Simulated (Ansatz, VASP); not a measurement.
**Two plane-wave programs on Ti**

The input INCAR:

```
SYSTEM = Ti
ALGO = Normal
EDIFF = 1E-6
ENCUT = 500
GGA = PE
GGA_COMPAT = .False.
ISIF = 2
ISMEAR = 0
IVDW = 12
LASPH = .True.
LCHARG = .False.
LREAL = .False.
LWAVE = .False.
NBANDS = 25
NELM = 120
PREC = Accurate
SIGMA = 0.1
```

KPOINTS

```
k-points
0
Gamma
  6 6 6
  0 0 0
```

The input POSCAR:

```
Ti
1.0
    4.5673748306      0.0000000000      0.0000000000
   -2.2836874153      3.9554626319      0.0000000000
    0.0000000000      0.0000000000      2.8262442700
Ti
3
Direct
    0.0000000000      0.0000000000      0.0000000000
    0.3333333333      0.6666666667      0.5000000000
    0.6666666667      0.3333333333      0.5000000000
```

Input for Ansatz:

```yaml
crystal:
  lattice:
    - [4.5673748306, 0.0, 0.0]
    - [-2.2836874153, 3.9554626319, 0.0]
    - [0.0, 0.0, 2.82624427]
  atoms:
    - { symbol: Ti, position: [0.0, 0.0, 0.0] }
    - { symbol: Ti, position: [0.3333333333, 0.6666666667, 0.5] }
    - { symbol: Ti, position: [0.6666666667, 0.3333333333, 0.5] }
basis: {}
kpoints:
  mp_grid: { grid: [6, 6, 6] }
hamiltonian:
  xc: pbe
  dispersion: d3bj
  pseudopotentials: { kind: paw, source: ansatz }
scf:
  occupations: { method: gaussian, width: 0.1 }
  n_extra_bands: 20
output:
  forces: true
  stress: true
  eigenvalues: true
```

Alike in both runs: task single point; functional PBE; dispersion D3(BJ); k mesh 6 × 6 × 6; occupations gaussian, width 0.1 eV; no spin polarisation.

|  | VASP | Ansatz |
| --- | --- | --- |
| version | VASP 6.6.1 | Ansatz 0.2.0 |
| potentials or method | VASP PAW PBE potentials, release 64 (Ti_sv) | scalar-relativistic, plane waves, PAW (harder set) |
| plane-wave cutoff (eV) | 500 | 740 |
| valence electrons in the cell | 36 | 36 |

Ansatz gave:

- gap on the k mesh at the Fermi level (eV): none
- pressure (GPa): -5.1
- traceless stress, the component that is largest in VASP (GPa): -0.06

Question: What did VASP give for the same quantities?

Answer: gap on the k mesh at the Fermi level (eV): none; pressure (GPa): -5.3; traceless stress, the component that is largest in VASP (GPa): -0.06.

A gap of «none» marks a metal or a gap that the smearing closes.

The k mesh is coarse, so the values compare programs but aren't converged.
